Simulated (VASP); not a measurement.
Wanted: the native input for a VASP 6.6.1 run.

| Item | Value |
| --- | --- |
| Task | relaxation of cell and atoms |
| Functional | PBE |
| Potentials or basis | VASP PAW PBE potentials, release 64 (Y_sv, C) |
| Cutoff | 600 eV |
| k mesh | 8 × 8 × 8 |
| Occupations | gaussian, width 0.1 eV |
| Spin | no spin polarisation |
| Dipole correction | no |
| Further INCAR settings | ALGO = Normal; EDIFF = 1e-07; IBRION = 2; EDIFFG = -0.01; NSW = 100; ISIF = 3 |

The structure of Y4C3 lies in POSCAR:

```
Y4C3
1.0
    5.0678656927      0.0000000000      0.0000000000
    0.0000000000      5.0678656927      0.0000000000
    0.0000000000      0.0000000000      5.0678656927
Y C
4 3
Direct
    0.5000000000      0.0000000000      0.0000000000
    0.0000000000      0.5000000000      0.0000000000
    0.0000000000      0.0000000000      0.5000000000
    0.5000000000      0.5000000000      0.5000000000
    0.0000000000      0.5000000000      0.5000000000
    0.5000000000      0.0000000000      0.5000000000
    0.5000000000      0.5000000000      0.0000000000
```

The cell was built from a structure type or drawn by symmetry, and may not be a known phase.

These files were run (other wordings do the same):

INCAR

```
SYSTEM = Y4C3
PREC     = Accurate       ! precision mode
ENCUT    = 600            ! plane-wave cutoff, eV
EDIFF    = 1E-7           ! SCF threshold, eV
ISMEAR   = 0              ! smearing method
SIGMA    = 0.1            ! smearing width, eV
LREAL    = .False.        ! projectors in reciprocal space
LASPH    = .True.         ! aspherical terms in the spheres
NELM     = 100            ! most SCF steps
ALGO     = Normal         ! electronic algorithm
ISIF     = 3              ! what is computed and relaxed
LWAVE    = .False.        ! write WAVECAR
LCHARG   = .False.        ! write CHGCAR
GGA      = PE             ! functional
IBRION   = 2              ! ionic algorithm
NSW      = 100            ! ionic steps
EDIFFG   = -0.01          ! ionic threshold
```

KPOINTS

```
Automatic mesh
0
Gamma
  8 8 8
  0 0 0
```

Potentials or basis: VASP PAW PBE potentials, release 64 (Y_sv, C).

Launch:

```bash
$ cat potpaw_PBE.64/Y_sv/POTCAR potpaw_PBE.64/C/POTCAR > POTCAR
$ mpirun -np 1 vasp_std > vasp.out
```

It gave:

```json
{
  "Relaxed volume": "18.56 Å³/atom",
  "Relaxed cell": "a = 5.065 Å, b = 5.065 Å, c = 5.065 Å, α = 90.00°, β = 90.00°, γ = 90.00°",
  "Space group after relaxing (to 0.1 Å)": "Pm-3m (No. 221)",
  "Energy gained by relaxing": "0.0 meV/atom",
  "Ionic steps": "3",
  "Pressure after relaxing": "0.0 GPa",
  "Band gap on the k mesh": "zero (bands 28 and 29 overlap by 1.04 eV)"
}
```

It took 8.7 min on 1 thread of Intel(R) Xeon(R) 6975P-C (Granite Rapids), on a shared host, peak memory 0.35 GiB.
